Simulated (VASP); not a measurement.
Write the native input for VASP 6.6.1 that does the following.

```
Task                   : electric field gradients
Functional             : PBEsol
Potentials or basis    : VASP PAW PBE potentials, release 64 (Na_pv, I)
Cutoff                 : 520 eV
k mesh                 : 7 × 7 × 7
Occupations            : fermi-dirac, width 0.01 eV
Spin                   : no spin polarisation
Dipole correction      : no
Further INCAR settings : ALGO = Normal; EDIFF = 1e-08; NBANDS = 14
```

The structure of NaI lies in POSCAR:

```
NaI
1.0
    0.0000000000      3.2364000000      3.2364000000
    3.2364000000      0.0000000000      3.2364000000
    3.2364000000      3.2364000000      0.0000000000
Na I
1 1
Direct
    0.0000000000      0.0000000000      0.0000000000
    0.5000000000      0.5000000000      0.5000000000
```

These files were run (other wordings do the same):

INCAR

```
  PREC = Accurate
  ENCUT = 520
  EDIFF = 1E-8
  ISMEAR = -1
  SIGMA = 0.01
  LREAL = F
  LASPH = T
  NELM = 80
  ALGO = Normal
  ISIF = 2
  LWAVE = F
  LCHARG = F
  GGA = PS
  LEFG = T
  NBANDS = 14
```

KPOINTS

```
Automatic mesh
0
Gamma
  7 7 7
```

Potentials or basis: VASP PAW PBE potentials, release 64 (Na_pv, I).

The run is started by

```bash
$ cat potpaw_PBE.64/Na_pv/POTCAR potpaw_PBE.64/I/POTCAR > POTCAR
$ mpirun -np 1 vasp_std > vasp.out
```

It gave:

```yaml
Pressure: -0.5 GPa
Band_gap_on_the_k_mesh: 3.51 eV
Largest_electric_field_gradient_by_atom: zero within the noise of the run
```

Caveat: the PAW data sets were made with another functional, which shifts forces and pressure a little; spin-orbit coupling is left out, which moves the levels of the heavy elements.

Wall time 26 s on 1 thread of Intel(R) Xeon(R) Platinum 8259CL CPU @ 2.50GHz (Skylake/Cascade Lake), with other jobs on the host, peak memory 0.21 GiB.
